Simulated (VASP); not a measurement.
Input of a VASP 6.6.1 run:

The input INCAR:

```
PREC     = Accurate       # precision mode
ENCUT    = 520            # plane-wave cutoff, eV
EDIFF    = 1E-7           # SCF threshold, eV
ISMEAR   = 0              # smearing method
SIGMA    = 0.15           # smearing width, eV
LREAL    = False          # projectors in reciprocal space
LASPH    = True           # aspherical terms in the spheres
NELM     = 100            # most SCF steps
ALGO     = Normal         # electronic algorithm
ISIF     = 2              # what is computed and relaxed
LWAVE    = False          # write WAVECAR
LCHARG   = False          # write CHGCAR
GGA      = PS             # functional
NBANDS   = 12             # bands
```

The input KPOINTS:

```
regular mesh
0
Gamma
  20 20 20
```

File POSCAR:

```
Ag
1.0
    0.0000000000      1.9613760000      1.9613760000
    1.9613760000      0.0000000000      1.9613760000
    1.9613760000      1.9613760000      0.0000000000
Ag
1
Direct
    0.0000000000      0.0000000000      0.0000000000
```

Potentials or basis: VASP PAW PBE potentials, release 64 (Ag).

Command:

```console
$ cat potpaw_PBE.64/Ag/POTCAR > POTCAR
$ mpirun -np 1 vasp_std > vasp.out
```

Predict the pressure.

15.2 GPa.

Predict the band gap on the k mesh.

zero (an odd number of electrons rules out a gap without spin polarisation).

Caveat: the cell differs from its parent crystal (strain -0.040 along x and y, -0.040 along z); the cell stands under pressure; the PAW data sets were made with another functional, which shifts forces and pressure a little.
